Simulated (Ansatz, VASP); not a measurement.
## Two plane-wave programs on Mg2ZnO3

INCAR

```
PREC = Accurate
ENCUT = 750
EDIFF = 1E-6
ISMEAR = 0
SIGMA = 0.01
LREAL = F
LASPH = T
NELM = 200
ALGO = Normal
ISIF = 2
LWAVE = F
LCHARG = F
LDAU = T
LDAUTYPE = 2
LDAUL = -1 2 -1
LDAUU = 0 8 0
LDAUJ = 0 0 0
LDAUPRINT = 1
GGA = PS
IVDW = 13
NBANDS = 34
GGA_COMPAT = F
```

Contents of KPOINTS:

```
regular mesh
0
Gamma
  7 7 3
```

The input POSCAR:

```
Mg2ZnO3
1.0
    3.0329985900      0.0000000000      0.0000000000
   -1.5164993000      2.6266538300      0.0000000000
    0.0000000000      0.0000000000      7.4033160000
Mg Zn O
2 1 3
Direct
    0.3333333291      0.6666666692      0.6657999996
    0.6666666709      0.3333333308      0.3342000004
    0.0000000000      0.0000000000      0.0000000000
    0.3333333291      0.6666666692      0.1726189994
    0.6666666709      0.3333333308      0.8273810006
    0.0000000000      0.0000000000      0.5000000000
```

Input for Ansatz:

```yaml
crystal:
  lattice:
    - [3.03299859, 0.0, 0.0]
    - [-1.5164993, 2.62665383, 0.0]
    - [0.0, 0.0, 7.403316]
  atoms:
    - { symbol: Mg, position: [0.33333332910726315, 0.6666666692047502, 0.665799999621791] }
    - { symbol: Mg, position: [0.6666666708927368, 0.33333333079524985, 0.33420000037820885] }
    - { symbol: Zn, position: [0.0, 0.0, 0.0] }
    - { symbol: O, position: [0.33333332910726315, 0.6666666692047502, 0.17261899937811648] }
    - { symbol: O, position: [0.6666666708927368, 0.33333333079524985, 0.8273810006218835] }
    - { symbol: O, position: [0.0, 0.0, 0.5] }
kpoints:
  mp_grid:
    grid: [7, 7, 3]
hamiltonian:
  xc: pbesol
  dispersion: d4
  hubbard:
    - { species: Zn, l: d, u_eff: 8.0 }
scf:
  occupations:
    method: fixed
output:
  eigenvalues: true
```

Alike in both runs: task single point; functional PBEsol; dispersion D4; k mesh 7 × 7 × 3; no spin polarisation; Hubbard terms Zn d U = 8.0 eV.

|  | VASP | Ansatz |
| --- | --- | --- |
| version | VASP 6.6.1 | Ansatz 0.2.0 |
| potentials or method | VASP PAW PBE potentials, release 64 (Mg_sv, Zn, O) | plane waves, PAW |
| plane-wave cutoff (eV) | 750 | 420 |
| occupations | gaussian, width 0.01 eV | fixed |
| valence electrons in the cell | 50 | 50 |

Ansatz gave:

```
gap on the k mesh at the Fermi level (eV) : 3.05
```

Question: What did VASP give for the same quantities?

Answer: gap on the k mesh at the Fermi level (eV): 3.21.

VASP's potentials were made for PBE, not for PBEsol. The programs project onto different local orbitals, so the same U acts differently, and such runs can settle in different states.
